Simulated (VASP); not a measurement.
A run of VASP 6.6.1 is set up as follows.

INCAR

```
SYSTEM = NaCl
PREC     = Accurate       ! precision mode
ENCUT    = 520            ! plane-wave cutoff, eV
EDIFF    = 1E-8           ! SCF threshold, eV
ISMEAR   = -1             ! smearing method
SIGMA    = 0.02           ! smearing width, eV
LREAL    = .False.        ! projectors in reciprocal space
LASPH    = .True.         ! aspherical terms in the spheres
NELM     = 60             ! most SCF steps
ALGO     = Normal         ! electronic algorithm
ISIF     = 2              ! what is computed and relaxed
LWAVE    = .False.        ! write WAVECAR
LCHARG   = .False.        ! write CHGCAR
GGA      = PS             ! functional
LEFG     = .True.       
NBANDS   = 14             ! bands
```

Contents of KPOINTS:

```
Automatic mesh
0
Gamma
  8 8 8
  0 0 0
```

POSCAR

```
NaCl
1.0
    2.8600000000     -0.0143000000     -0.0143000000
   -0.0143000000      2.8600000000     -0.0143000000
   -0.0143000000     -0.0143000000      2.8600000000
Na Cl
1 1
Direct
    0.0000000000      0.0000000000      0.0000000000
    0.5000000000      0.5000000000      0.5000000000
```

Potentials or basis: VASP PAW PBE potentials, release 64 (Na_pv, Cl).

Run with:

```bash
$ cat potpaw_PBE.64/Na_pv/POTCAR potpaw_PBE.64/Cl/POTCAR > POTCAR
$ mpirun -np 1 vasp_std > vasp.out
```

(1) Estimate the pressure.

(2) Predict the band gap on the k mesh.

Results:

(1) 60.1 GPa.

(2) 4.20 eV.

Caveat: the cell differs from its parent crystal (equal xy, yz and zx shear strains of -1 %); the cell stands under pressure; without QUAD_EFG the Cq values of the log hold for a quadrupole moment of 1 mb, not for the nuclei; the PAW data sets were made with another functional, which shifts forces and pressure a little.
